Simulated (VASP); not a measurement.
# ZrH (P4_2/mmc) in VASP: notebook

The runs below take ZrH through single point, relaxation of cell and atoms, with PBEsol.

Program: VASP 6.6.1. These are calculated values, not measurements. Logs are shortened: lines on timing, memory, paths and dates and some standing lists are left out, and cuts for length are marked.

## Step 1: The cell of the first run

The structure is tetragonal, space group P4_2/mmc (No. 131). Conventional cell: a = 3.190 Å, b = 3.190 Å, c = 4.991 Å, α = 90.00°, β = 90.00°, γ = 90.00°. Zr (site symmetry mmm) has 4 H at 2.03 Å within 2.7 Å. Within 2.7 Å of H (site symmetry -4m2) lie 4 Zr at 2.03 Å and 2 H at 2.50 Å.

## Step 2: Single point, PBEsol

File INCAR:

```
SYSTEM = ZrH
  PREC = Accurate
  ENCUT = 520
  EDIFF = 1E-6
  ISMEAR = 0
  SIGMA = 0.1
  LREAL = .FALSE.
  LASPH = .TRUE.
  NELM = 80
  ALGO = Normal
  ISIF = 2
  LWAVE = .FALSE.
  LCHARG = .FALSE.
  GGA = PS
  NBANDS = 21
```

File KPOINTS:

```
Automatic mesh
0
G
  14 14 8
  0 0 0
```

File POSCAR:

```
ZrH
1.0
    3.1902763254      0.0000000000      0.0000000000
    0.0000000000      3.1902763254      0.0000000000
    0.0000000000      0.0000000000      4.9905072829
Zr H
2 2
Direct
    0.0000000000      0.5000000000      0.0000000000
    0.5000000000      0.0000000000      0.5000000000
    0.0000000000      0.0000000000      0.7500000000
    0.0000000000      0.0000000000      0.2500000000
```

Potentials or basis: VASP PAW PBE potentials, release 64 (Zr_sv, H).

The run is started by

```console
$ cat potpaw_PBE.64/Zr_sv/POTCAR potpaw_PBE.64/H/POTCAR > POTCAR
$ mpirun -np 1 vasp_std > vasp.out
```

OUTCAR:

```text
SYSTEM = ZrH
   PREC = Accurate
   ENCUT = 520
   EDIFF = 1E-6
   ISMEAR = 0
   LREAL = .FALSE.
   LASPH = .TRUE.
   NELM = 80
   ISIF = 2
   GGA = PS

 ion  position               nearest neighbor table
   1  0.000  0.500  0.000-   3 2.03   4 2.03   3 2.03   4 2.03   2 3.36   2 3.36   2 3.36   2 3.36
                             2 3.36   2 3.36   2 3.36   2 3.36
   2  0.500  0.000  0.500-   3 2.03   4 2.03   3 2.03   4 2.03   1 3.36   1 3.36   1 3.36   1 3.36
                             1 3.36   1 3.36   1 3.36   1 3.36
   3  0.000  0.000  0.750-   1 2.03   2 2.03   1 2.03   2 2.03
   4  0.000  0.000  0.250-   1 2.03   2 2.03   1 2.03   2 2.03

  LATTYP: Found a simple tetragonal cell.
 ALAT       =     3.1902763254
 C/A-ratio  =     1.5642868435

  Lattice vectors:

 A1 = (   3.1902763254,   0.0000000000,   0.0000000000)
 A2 = (   0.0000000000,   3.1902763254,   0.0000000000)
 A3 = (   0.0000000000,   0.0000000000,   4.9905072829)

Analysis of symmetry for initial positions (statically):
=====================================================================
 Subroutine PRICEL returns:
 Original cell was already a primitive cell.

 Routine SETGRP: Setting up the symmetry group for a
 simple tetragonal supercell.

 Subroutine GETGRP returns: Found 16 space group operations
 (whereof  8 operations were pure point group operations)
 out of a pool of 16 trial point group operations.

The static configuration has the point symmetry D_2h.
 The point group associated with its full space group is D_4h.

Analysis of symmetry for dynamics (positions and initial velocities):
=====================================================================
 Subroutine PRICEL returns:
 Original cell was already a primitive cell.

 Routine SETGRP: Setting up the symmetry group for a
 simple tetragonal supercell.

 Subroutine GETGRP returns: Found 16 space group operations
 (whereof  8 operations were pure point group operations)
 out of a pool of 16 trial point group operations.

The dynamic configuration has the point symmetry D_2h.
 The point group associated with its full space group is D_4h.

 Subroutine INISYM returns: Found 16 space group operations
 (whereof  8 operations are pure point group operations),
 and found     1 'primitive' translations

----------------------------------------------------------------------------------------

                                     Primitive cell

  volume of cell :      50.7927

  direct lattice vectors                    reciprocal lattice vectors
     3.190276325  0.000000000  0.000000000     0.313452472  0.000000000  0.000000000
     0.000000000  3.190276325  0.000000000     0.000000000  0.313452472  0.000000000
     0.000000000  0.000000000  4.990507283     0.000000000  0.000000000  0.200380431

  length of vectors
     3.190276325  3.190276325  4.990507283     0.313452472  0.313452472  0.200380431

  position of ions in fractional coordinates (direct lattice)
     0.000000000  0.500000000  0.000000000
     0.500000000  0.000000000  0.500000000
     0.000000000  0.000000000  0.750000000
     0.000000000  0.000000000  0.250000000

  ion indices of the primitive-cell ions
   primitive index   ion index
                 1           1
                 2           2
                 3           3
                 4           4

----------------------------------------------------------------------------------------

 KPOINTS: Automatic mesh

Automatic generation of k-mesh.
 Grid dimensions read from file:
 generate k-points for:   14   14    8

 Generating k-lattice:

  Cartesian coordinates                     Fractional coordinates (reciprocal lattice)
     0.022389462  0.000000000  0.000000000     0.071428571  0.000000000  0.000000000
     0.000000000  0.022389462  0.000000000     0.000000000  0.071428571  0.000000000
     0.000000000  0.000000000  0.025047554     0.000000000  0.000000000  0.125000000

  Length of vectors
     0.022389462  0.022389462  0.025047554

  Shift w.r.t. Gamma in fractional coordinates (k-lattice)
     0.000000000  0.000000000  0.000000000

 Subroutine IBZKPT returns following result:
 ===========================================

 Found    180 irreducible k-points:

 Following reciprocal coordinates:
            Coordinates               Weight
  0.000000  0.000000  0.000000      1.000000
  0.071429  0.000000  0.000000      4.000000
  0.142857  0.000000  0.000000      4.000000
  0.214286  0.000000  0.000000      4.000000
  0.285714  0.000000  0.000000      4.000000
  0.357143  0.000000  0.000000      4.000000
[... 16 lines left out ...]
  0.285714  0.214286  0.000000      8.000000
  0.357143  0.214286  0.000000      8.000000
 [... further k-points ...]
   k-points           NKPTS =    180   k-points in BZ     NKDIM =    180   number of bands    NBANDS=     21
   number of dos      NEDOS =    301   number of ions     NIONS =      4
   total plane-waves  NPLWV =  23040
   dimension x,y,z NGX =    24 NGY =   24 NGZ =   40
   dimension x,y,z NGXF=    48 NGYF=   48 NGZF=   80
   ions per type =               2   2
   NGX,Y,Z   is equivalent  to a cutoff of  12.51, 12.51, 13.32 a.u.
   NGXF,Y,Z  is equivalent  to a cutoff of  25.01, 25.01, 26.65 a.u.
 SYSTEM =  ZrH
   PREC   = accura    normal or accurate (medium, high low for compatibility)
   ISTART =      0    job   : 0-new  1-cont  2-samecut
   ICHARG =      2    charge: 1-file 2-atom 10-const
   ISPIN  =      1    spin polarized calculation?
   LNONCOLLINEAR =      F non collinear calculations
   LSORBIT =      F    spin-orbit coupling
   LASPH  =      T    aspherical Exc in radial PAW
   ENCUT  =  520.0 eV  38.22 Ry    6.18 a.u.   5.93  5.93  9.28*2*pi/ulx,y,z
   NELM   =     80;   NELMIN=  2; NELMDL= -5     # of ELM steps
   EDIFF  = 0.1E-05   stopping-criterion for ELM
   LREAL  =      F    real-space projection
   EDIFFG = 0.1E-04   stopping-criterion for IOM
   NSW    =      0    number of steps for IOM
   IBRION =     -1    ionic relax: 0-MD 1-quasi-New 2-CG
   NFREE  =      0    steps in history (QN), initial steepest desc. (CG)
   ISIF   =      2    stress and relaxation
   ISYM   =      2    0-nonsym 1-usesym 2-fastsym
   POTIM  = 0.5000    time-step for ionic-motion
   TEBEG  =    0.0;   TEEND  =   0.0 temperature during run
   PSTRESS=    0.0 pullay stress
   NELECT =      26.0000    total number of electrons
   NUPDOWN=      -1.0000    fix difference up-down
   EMIN   =  10.00;   EMAX   =-10.00  energy-range for DOS
   EFERMI =   0.00;   METHOD = LEGACY
   ISMEAR =     0;   SIGMA  =   0.10  broadening in eV -4-tet -1-fermi 0-gaus
   EFERMI_NEDOS =   21; number of points for ismear=-14 and -15
   IALGO  =     38    algorithm
   IMIX   =      4    mixing-type and parameters
     AMIX     =   0.40;   BMIX     =  1.00
     AMIX_MAG =   1.60;   BMIX_MAG =  1.00
  volume/ion in A,a.u.               =      12.70        85.69
  Fermi-wavevector in a.u.,A,eV,Ry     =   1.309580  2.474748 23.334004  1.715001
  Thomas-Fermi vector in A             =   2.440169
   LORBIT       =      0    0 simple, 1 ext, 2 COOP (PROOUT), +10 PAW based schemes
   GGA     = PS    functional components
   LHFCALC =     F    Hartree Fock is set to
   AEXX    =    0.0000 exact exchange contribution
   IVDW    =     0    specifies the selected vdW correction
   LEPSILON=     F    determine dielectric tensor
   LRPA    =     F    only Hartree local field effects (RPA)
 non-spin polarized calculation
 Gauss-broadening in eV      SIGMA  =   0.10
  energy-cutoff  :      520.00
  volume of cell :       50.79
 maximum number of plane-waves:      1390
 NGX is ok and might be reduce to    24
   NGX = 11   NGY = 11   NGZ = 19

 number of electron      25.9999999 magnetization

 Free energy of the ion-electron system (eV)
  ---------------------------------------------------
  ext. energy  EPLUGINS =         0.00000000
  ---------------------------------------------------
  free energy    TOTEN  =       -26.66624184 eV

  energy without entropy =      -26.65809496  energy(sigma->0) =      -26.66216840

 E-fermi :   8.3313     XC(G=0): -11.2707

 val. band max:        8.3309834820   @ k =   0.5000   0.1429   0.1250
 cond. band min:       8.3388027944   @ k =   0.5000   0.3571   0.5000
 fundamental gap:      0.0078193124
 Fermi energy:         8.3312886066

 k-point     1 :       0.0000    0.0000    0.0000
  band No.  band energies     occupation
      1     -40.3922      2.00000
      2     -40.2790      2.00000
      3     -18.8335      2.00000
      4     -18.2553      2.00000
      5     -18.2553      2.00000
      6     -18.0813      2.00000
[... 13 lines left out ...]
     20      13.2355      0.00000
     21      14.6201      0.00000

 k-point     2 :       0.0714    0.0000    0.0000
  band No.  band energies     occupation
      1     -40.3882      2.00000
      2     -40.2778      2.00000
      3     -18.8208      2.00000
      4     -18.2848      2.00000
      5     -18.2509      2.00000
      6     -18.0869      2.00000
[... 13 lines left out ...]
     20      13.1907      0.00000
     21      15.0195      0.00000

 k-point     3 :       0.1429    0.0000    0.0000
  band No.  band energies     occupation
      1     -40.3769      2.00000
      2     -40.2747      2.00000
      3     -18.7837      2.00000
      4     -18.3671      2.00000
      5     -18.2381      2.00000
      6     -18.1474      2.00000
[... 13 lines left out ...]
     20      13.3370      0.00000
     21      15.6135      0.00000
[... 457 lines left out ...]
 k-point    23 :       0.2857    0.2143    0.0000
  band No.  band energies     occupation
      1     -40.3114      2.00000
      2     -40.2556      2.00000
      3     -18.6413      2.00000
      4     -18.5690      2.00000
      5     -18.4242      2.00000
      6     -18.3734      2.00000
[... 13 lines left out ...]
     20      14.9442      0.00000
     21      15.2525      0.00000

 k-point    24 :       0.3571    0.2143    0.0000
  band No.  band energies     occupation
      1     -40.2925      2.00000
      2     -40.2536      2.00000
      3     -18.7491      2.00000
      4     -18.5232      2.00000
      5     -18.4976      2.00000
      6     -18.3632      2.00000
[... 13 lines left out ...]
     20      14.9141      0.00000
     21      15.6423      0.00000

 [... further k-points ...]
[... 5 lines left out ...]
  --------------------------------------------------------------------------------------
  -------------------------------------------------------------------------------------
  Total        0.0125465      0.0125465      0.0229265     -0.0000000      0.0000000      0.0000000
  in kB        0.3957584      0.3957584      0.7231805     -0.0000000      0.0000000      0.0000000
  external PRESSURE =       0.5048991 kB  Pullay stress =       0.0000000 kB

 VOLUME and BASIS-vectors are now :
 -----------------------------------------------------------------------------
  energy-cutoff  :      520.00
  volume of cell :       50.79
      direct lattice vectors                 reciprocal lattice vectors
     3.190276325  0.000000000  0.000000000     0.313452472  0.000000000  0.000000000
     0.000000000  3.190276325  0.000000000     0.000000000  0.313452472  0.000000000
     0.000000000  0.000000000  4.990507283     0.000000000  0.000000000  0.200380431

 POSITION                                       TOTAL-FORCE (eV/Angst)
 -----------------------------------------------------------------------------------
      0.00000      1.59514      0.00000         0.000000      0.000000      0.000000
      1.59514      0.00000      2.49525         0.000000      0.000000      0.000000
      0.00000      0.00000      3.74288        -0.000000     -0.000000      0.000000
      0.00000      0.00000      1.24763         0.000000      0.000000     -0.000000
 -----------------------------------------------------------------------------------
    total drift:                                0.000000      0.000000     -0.000000

  FREE ENERGIE OF THE ION-ELECTRON SYSTEM (eV)
  ---------------------------------------------------
  free  energy   TOTEN  =       -26.6662418433 eV

  energy  without entropy=      -26.6580949646  energy(sigma->0) =      -26.66216840
```

Wall time 98 s (1 thread of Oxide Virtual Turin-like, shared host); peak memory 0.25 GiB.

Results:

```
Free energy            : -26.6662 eV
Pressure               : 0.1 GPa
Band gap on the k mesh : zero (band 13 reaches 8.63 eV, above the bottom of band 14 at 7.72 eV)
```

Caveat: the PAW data sets were made with another functional, which shifts forces and pressure a little.

## Step 3: Relaxation of cell and atoms, PBEsol

This run uses another cell than the first one, of 13.01 Å³/atom, 1.024 times its volume.

File INCAR:

```
SYSTEM = ZrH
PREC = Accurate
ENCUT = 600
EDIFF = 1E-6
ISMEAR = 0
SIGMA = 0.1
LREAL = .FALSE.
LASPH = .TRUE.
NELM = 80
ALGO = Normal
ISIF = 3
LWAVE = .FALSE.
LCHARG = .FALSE.
GGA = PS
IBRION = 2
NSW = 100
EDIFFG = -0.005
```

KPOINTS is that of step 2.

File POSCAR:

```
ZrH
1.0
    3.2427916985      0.0000000000      0.0000000000
    0.0000000000      3.2427916985      0.0000000000
    0.0000000000      0.0000000000      4.9480000000
Zr H
2 2
Direct
    0.0000000000      0.5000000000      0.0000000000
    0.5000000000      0.0000000000      0.5000000000
    0.0000000000      0.0000000000      0.7500000000
    0.0000000000      0.0000000000      0.2500000000
```

Potentials or basis: VASP PAW PBE potentials, release 64 (Zr_sv, H).

The run is started by

```console
$ cat potpaw_PBE.64/Zr_sv/POTCAR potpaw_PBE.64/H/POTCAR > POTCAR
$ mpirun -np 1 vasp_std > vasp.out
```

It took 8.1 min on 1 thread of Oxide Virtual Turin-like, shared host; peak memory 0.29 GiB.

Results (log left out):

```yaml
Free_energy: -26.6684 eV
Relaxed_volume: 12.71 Å³/atom
Relaxed_cell: a = 3.191 Å, b = 3.191 Å, c = 4.992 Å, α = 90.00°, β = 90.00°, γ = 90.00°
Space_group_after_relaxing_to_0.05_Å: P4_2/mmc (No. 131)
Energy_gained_by_relaxing: 3.6 meV/atom
Ionic_steps: 6
Pressure_after_relaxing: 0.0 GPa
Band_gap_on_the_k_mesh: zero (band 13 reaches 8.62 eV, above the bottom of band 14 at 7.71 eV)
```

Step by step:
```
step  energy change (eV)  largest force (eV/Å)  pressure (GPa)  volume (Å³)
   1              0.0000                0.0000           -2.52        52.03
   2             -0.0101                0.0000            0.99        50.51
   3             -0.0108                0.0000            0.26        50.81
   4             -0.0127                0.0000            0.19        50.82
   5             -0.0142                0.0000            0.05        50.83
   6             -0.0143                0.0000            0.04        50.83
```

Final structure:
```cif
data_structure
_symmetry_space_group_name_H-M 'P 1'
_symmetry_Int_Tables_number 1
_cell_length_a 3.1910
_cell_length_b 3.1910
_cell_length_c 4.9917
_cell_angle_alpha 90.000
_cell_angle_beta 90.000
_cell_angle_gamma 90.000
_cell_volume 50.83
loop_
_atom_site_label
_atom_site_type_symbol
_atom_site_fract_x
_atom_site_fract_y
_atom_site_fract_z
_atom_site_occupancy
Zr1 Zr 0.00000 0.50000 0.00000 1
Zr2 Zr 0.50000 0.00000 0.50000 1
H1 H 0.00000 0.00000 0.75000 1
H2 H 0.00000 0.00000 0.25000 1
```

Levels at points of the mesh, in eV from the Fermi level:
| k point | band 10 | band 11 | band 12 | band 13 | band 14 | band 15 | band 16 | band 17 |
| --- | --- | --- | --- | --- | --- | --- | --- | --- |
| (0.00, 0.00, 0.00) | -3.49 | -3.07 | -2.87 | -0.05 | 0.81 | 0.81 | 2.16 | 3.64 |
| (0.50, 0.00, 0.00) | -5.48 | -1.89 | -0.81 | -0.55 | -0.25 | 1.80 | 2.05 | 2.44 |
| (0.50, 0.50, 0.00) | -3.71 | -2.97 | -2.97 | -1.90 | 3.10 | 3.98 | 4.44 | 4.44 |
| (0.00, 0.00, 0.50) | -6.71 | -1.77 | -1.77 | -0.08 | -0.08 | 1.94 | 1.94 | 2.54 |
| (0.50, 0.00, 0.50) | -3.91 | -2.81 | -0.24 | 0.18 | 0.63 | 0.75 | 1.25 | 4.13 |
| (0.50, 0.50, 0.50) | -5.43 | -2.05 | -2.05 | -0.28 | -0.28 | 1.61 | 1.61 | 5.47 |

Caveat: the PAW data sets were made with another functional, which shifts forces and pressure a little.
